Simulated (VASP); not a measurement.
# Al3RuN (P4mm) in VASP: further runs, part 2 of 2

VASP 6.6.1. The steps go on from the part before.

## Step 3: Single point, PBE

This run uses another cell than the first one, of 14.11 Å³/atom.

INCAR reads:

```
SYSTEM = Al3RuN
  PREC = Accurate
  ENCUT = 520
  EDIFF = 1E-6
  ISMEAR = 0
  SIGMA = 0.1
  LREAL = .False.
  LASPH = .True.
  NELM = 80
  ALGO = Normal
  ISIF = 2
  LWAVE = .False.
  LCHARG = .True.
  GGA = PE
  LELF = .True.
  LVHAR = .True.
  NBANDS = 22
```

KPOINTS reads:

```
Automatic mesh
0
Gamma
  8 8 6
  0 0 0
```

POSCAR reads:

```
Al3RuN
1.0
    3.6220311219      0.0000000000      0.0000000000
    0.0000000000      3.6220311219      0.0000000000
    0.0000000000      0.0000000000      5.3761892241
Al Ru N
3 1 1
Direct
    0.0000000000      0.0000000000      0.0384957683
    0.5000000000      0.0000000000      0.5578861602
    0.0000000000      0.5000000000      0.5578861602
    0.5000000000      0.5000000000      0.8763029538
    0.0000000000      0.0000000000      0.3956479376
```

Potentials or basis: VASP PAW PBE potentials, release 64 (Al, Ru_pv, N).

Run with:

```bash
> cat potpaw_PBE.64/Al/POTCAR potpaw_PBE.64/Ru_pv/POTCAR potpaw_PBE.64/N/POTCAR > POTCAR
> mpirun -np 1 vasp_std > vasp.out
```

OUTCAR:

```text
SYSTEM = Al3RuN
   PREC = Accurate
   ENCUT = 520
   EDIFF = 1E-6
   ISMEAR = 0
   LREAL = .False.
   LASPH = .True.
   NELM = 80
   ISIF = 2
   GGA = PE

 ion  position               nearest neighbor table
   1  0.000  0.000  0.038-   5 1.92   4 2.71   4 2.71   4 2.71   4 2.71   2 3.16   2 3.16   3 3.16
                             3 3.16   2 3.33   3 3.33   2 3.33   3 3.33
   2  0.500  0.000  0.558-   5 2.01   5 2.01   4 2.49   4 2.49   3 2.56   3 2.56   3 2.56   3 2.56
                             1 3.16   1 3.16   1 3.33   1 3.33
   3  0.000  0.500  0.558-   5 2.01   5 2.01   4 2.49   4 2.49   2 2.56   2 2.56   2 2.56   2 2.56
                             1 3.16   1 3.16   1 3.33   1 3.33
[... 809 lines left out ...]
  -------------------------------------------------------------------------------------
  Total       -0.0441343     -0.0441343     -0.0249899      0.0000000      0.0000000      0.0000000
  in kB       -1.0025543     -1.0025543     -0.5676711      0.0000000      0.0000000      0.0000000
  external PRESSURE =      -0.8575933 kB  Pullay stress =       0.0000000 kB

 VOLUME and BASIS-vectors are now :
 -----------------------------------------------------------------------------
  energy-cutoff  :      520.00
  volume of cell :       70.53
      direct lattice vectors                 reciprocal lattice vectors
     3.622031122  0.000000000  0.000000000     0.276088185  0.000000000  0.000000000
     0.000000000  3.622031122  0.000000000     0.000000000  0.276088185  0.000000000
     0.000000000  0.000000000  5.376189224     0.000000000  0.000000000  0.186005358

 POSITION                                       TOTAL-FORCE (eV/Angst)
 -----------------------------------------------------------------------------------
      0.00000      0.00000      0.20696         0.000000      0.000000      0.006877
      1.81102      0.00000      2.99930         0.000000     -0.000000     -0.006328
      0.00000      1.81102      2.99930         0.000000      0.000000     -0.006328
      1.81102      1.81102      4.71117         0.000000     -0.000000      0.010568
      0.00000      0.00000      2.12708         0.000000     -0.000000     -0.004789
 -----------------------------------------------------------------------------------
    total drift:                                0.000000      0.000000     -0.000210

  FREE ENERGIE OF THE ION-ELECTRON SYSTEM (eV)
  ---------------------------------------------------
  free  energy   TOTEN  =       -30.9869576358 eV

  energy  without entropy=      -30.9757013713  energy(sigma->0) =      -30.98132950
```

OSZICAR:

```text
N       E                     dE             d eps       ncg     rms          rms(c)
DAV:   1     0.143057445927E+03    0.14306E+03   -0.14482E+04  2992   0.114E+03
DAV:   2    -0.256252809311E+02   -0.16868E+03   -0.16068E+03  3008   0.277E+02
DAV:   3    -0.340446241501E+02   -0.84193E+01   -0.83171E+01  3218   0.574E+01
DAV:   4    -0.341685493561E+02   -0.12393E+00   -0.12383E+00  3098   0.752E+00
DAV:   5    -0.341708818154E+02   -0.23325E-02   -0.23323E-02  3342   0.102E+00    0.134E+01
DAV:   6    -0.318023764548E+02    0.23685E+01   -0.16846E+01  3470   0.284E+01    0.633E+00
DAV:   7    -0.311725432036E+02    0.62983E+00   -0.79624E+00  2984   0.183E+01    0.527E+00
DAV:   8    -0.310162366733E+02    0.15631E+00   -0.96813E-01  3078   0.612E+00    0.184E+00
DAV:   9    -0.309879839549E+02    0.28253E-01   -0.83282E-02  3152   0.157E+00    0.444E-01
DAV:  10    -0.309870851071E+02    0.89885E-03   -0.10226E-02  2988   0.591E-01    0.180E-01
DAV:  11    -0.309869168084E+02    0.16830E-03   -0.10347E-03  3162   0.205E-01    0.111E-01
DAV:  12    -0.309869643205E+02   -0.47512E-04   -0.26842E-04  3160   0.120E-01    0.300E-02
DAV:  13    -0.309869576826E+02    0.66379E-05   -0.45862E-05  3140   0.443E-02    0.134E-02
DAV:  14    -0.309869576358E+02    0.46842E-07   -0.86899E-06  3122   0.200E-02
   1 F= -.30986958E+02 E0= -.30981330E+02  d E =-.112563E-01
```

It took 34 s on 1 thread of AMD EPYC 9R45 (Zen 5), shared host; peak memory 0.21 GiB.

What came out:

```yaml
Free_energy: -30.9870 eV
Pressure: -0.1 GPa
Largest_force: 0.011 eV/Å
Band_gap_on_the_k_mesh: zero (bands 14 and 15 overlap by 0.83 eV)
```

Forces on the atoms (eV/Å):
```
Al   0.000  0.000  0.007
Al   0.000  0.000 -0.006
Al   0.000  0.000 -0.006
Ru   0.000  0.000  0.011
N    0.000  0.000 -0.005
```

## Step 4: Relaxation of cell and atoms, PBE, collinear spin, ferromagnetic start

This run uses another cell than the first one, of 15.61 Å³/atom.

INCAR reads:

```
SYSTEM = Al3RuN
  PREC = Accurate
  ENCUT = 600
  EDIFF = 1E-6
  ISMEAR = 0
  SIGMA = 0.2
  LREAL = .FALSE.
  LASPH = .TRUE.
  NELM = 150
  ALGO = Normal
  ISIF = 3
  LWAVE = .FALSE.
  LCHARG = .FALSE.
  ISPIN = 2
  MAGMOM = 0 0 0 1 0
  LORBIT = 11
  LMAXMIX = 4
  GGA = PE
  IBRION = 2
  NSW = 36
  EDIFFG = -0.08
```

KPOINTS reads:

```
Automatic mesh
0
G
  4 4 3
  0 0 0
```

POSCAR reads:

```
Al3RuN
1.0
    3.9052191600      0.0000000000      0.0000000000
    0.0000000000      3.9052191600      0.0000000000
    0.0000000000      0.0000000000      5.1167856500
Al Ru N
3 1 1
Direct
    0.0000000000      0.0000000000      0.7216382000
    0.5000000000      0.0000000000      0.6455547800
    0.0000000000      0.5000000000      0.6455547800
    0.5000000000      0.5000000000      0.9896798800
    0.0000000000      0.0000000000      0.4237913400
```

Run with:

```bash
> cat potpaw_PBE.64/Al/POTCAR potpaw_PBE.64/Ru_pv/POTCAR potpaw_PBE.64/N/POTCAR > POTCAR
> mpirun -np 1 vasp_std > vasp.out
```

Wall time 6.2 min (1 thread of AMD EPYC 9R45 (Zen 5), shared host); peak memory 0.24 GiB.

The run converged. Its results:

- Free energy: -31.0671 eV
- Relaxed volume: 13.99 Å³/atom
- Relaxed cell: a = 3.646 Å, b = 3.646 Å, c = 5.262 Å, α = 90.00°, β = 90.00°, γ = 90.00°
- Space group after relaxing (to 0.1 Å): P4mm (No. 99)
- Energy gained by relaxing: 2829.9 meV/atom
- Ionic steps: 27
- Pressure after relaxing: 0.0 GPa
- Largest force after relaxing: 0.038 eV/Å
- Band gap on the k mesh: zero (filled and empty bands overlap)
- Net moment: 0.00 μB per cell
- Valence electrons inside the program's atomic spheres: Al 0.75, 0.80 (each value once); Ru 12.83; N 3.78

Forces in eV/Å, atoms in the order of the input:
```
Al   0.000  0.000 -0.038
Al   0.000  0.000  0.026
Al   0.000  0.000  0.026
Ru   0.000  0.000 -0.037
N    0.000  0.000  0.023
```

Stress tensor (GPa, compression positive):
```
-0.12  0.00  0.00
 0.00 -0.12  0.00
 0.00  0.00  0.22
```

The path:
| step | energy change (eV) | largest force (eV/Å) | pressure (GPa) | volume (Å³) |
| --- | --- | --- | --- | --- |
| 1 | 0.0000 | 20.6924 | 37.75 | 78.03 |
| 2 | -4.8784 | 3.3913 | -20.59 | 126.92 |
| 3 | -6.4535 | 4.1906 | -13.42 | 99.62 |
| 4 | -10.0541 | 4.6020 | -11.76 | 84.30 |
| 5 | -7.6266 | 12.3624 | 78.75 | 54.28 |
| 6 | -10.6597 | 5.5749 | -3.46 | 75.69 |
| 7 | -11.7200 | 3.8489 | 17.71 | 64.50 |
| 8 | -12.2107 | 5.4899 | 16.21 | 64.28 |
| 9 | -12.4362 | 3.0781 | 14.73 | 64.36 |
| 10 | -13.1080 | 0.8050 | -5.04 | 70.05 |
| 11 | -13.1095 | 0.8595 | -5.90 | 70.38 |
| 12 | -13.3407 | 0.9356 | -4.39 | 68.81 |
| 13 | -13.7064 | 1.1980 | 4.07 | 63.93 |
| 14 | -13.8113 | 0.8851 | 1.42 | 65.17 |
| 15 | -13.8242 | 1.1798 | 0.46 | 65.74 |
| 16 | -13.9268 | 1.0214 | 0.42 | 66.45 |
| 17 | -14.0053 | 1.1783 | 1.02 | 67.53 |
| 18 | -14.0655 | 0.8119 | 0.77 | 68.12 |
| 19 | -14.1307 | 0.3790 | 0.86 | 69.74 |
| 20 | -14.1313 | 0.3038 | 0.81 | 69.62 |
| 21 | -14.1399 | 0.0982 | -0.12 | 69.91 |
| 22 | -14.1423 | 0.1627 | -0.92 | 70.18 |
| 23 | -14.1454 | 0.1616 | -0.29 | 69.87 |
| 24 | -14.1464 | 0.1621 | 0.28 | 69.60 |
| 25 | -14.1476 | 0.0952 | 0.22 | 69.67 |
| 26 | -14.1486 | 0.0832 | 0.07 | 69.83 |
| 27 | -14.1494 | 0.0378 | -0.01 | 69.95 |

Final structure:
```
Al Ru N
1.0
     3.64619    0.00000    0.00000
     0.00000    3.64619    0.00000
     0.00000    0.00000    5.26163
Al Ru N
3 1 1
Direct
  0.00000 0.00000 0.03257
  0.50000 0.00000 0.55784
  0.00000 0.50000 0.55784
  0.50000 0.50000 0.88125
  0.00000 0.00000 0.39672
```

Levels at points of the mesh, in eV from the Fermi level:
Spin up:
```
           k point  band 12  band 13  band 14  band 15  band 16  band 17
(0.00, 0.00, 0.00)    -1.94    -1.19     0.53     1.30     2.82     2.82
(0.50, 0.00, 0.00)    -2.09    -1.85    -0.45    -0.04     1.57     3.06
(0.50, 0.50, 0.00)    -1.22    -1.22    -0.36     0.07     3.00     3.21
```
Spin down:
| k point | band 11 | band 12 | band 13 | band 14 | band 15 | band 16 | band 17 | band 18 |
| --- | --- | --- | --- | --- | --- | --- | --- | --- |
| (0.00, 0.00, 0.00) | -1.94 | -1.94 | -1.19 | 0.53 | 1.30 | 2.82 | 2.82 | 3.53 |
| (0.50, 0.00, 0.00) | -2.14 | -2.09 | -1.85 | -0.45 | -0.04 | 1.57 | 3.06 | 3.89 |
| (0.50, 0.50, 0.00) | -3.26 | -1.22 | -1.22 | -0.36 | 0.07 | 3.00 | 3.21 | 4.08 |

Caveat: the k points lie up to 0.43 Å⁻¹ apart in the final cell, too coarse for converged energies and pressures of a metal; the relaxation stopped at a loose force limit of 0.08 eV/Å, so its end isn't a converged minimum.

## Step 5: Overview

```csv
task,spin,cell,k mesh,cutoff (eV),smearing,gap on the mesh (eV),pressure (GPa),moment (μB),largest force (eV/Å)
single point,"collinear, ferromagnetic start","a = 3.645, b = 3.645, c = 5.286 Å, 5 atoms, atomic positions A",4 × 4 × 3,520,gaussian 0.2 eV,none,-0.1,0.00,0.08
single point,off,"a = 3.622, b = 3.622, c = 5.376 Å, 5 atoms, atomic positions B",8 × 8 × 6,520,gaussian 0.1 eV,none,-0.1,-,0.01
relaxation of cell and atoms,"collinear, ferromagnetic start","relaxed from a = 3.905, b = 3.905, c = 5.117 Å, 5 atoms, atomic positions C",4 × 4 × 3,600,gaussian 0.2 eV,none,0.0,0.00,0.04
```

Alike in all rows: level PBE; potentials or basis VASP PAW PBE potentials, release 64 (Al, Ru_pv, N).

Caveats: some runs use coarse meshes; the relaxation stopped at a loose force limit of 0.08 eV/Å, so its end isn't a converged minimum (at least some runs).

Absolute energies hang on the potentials; compare differences alone.
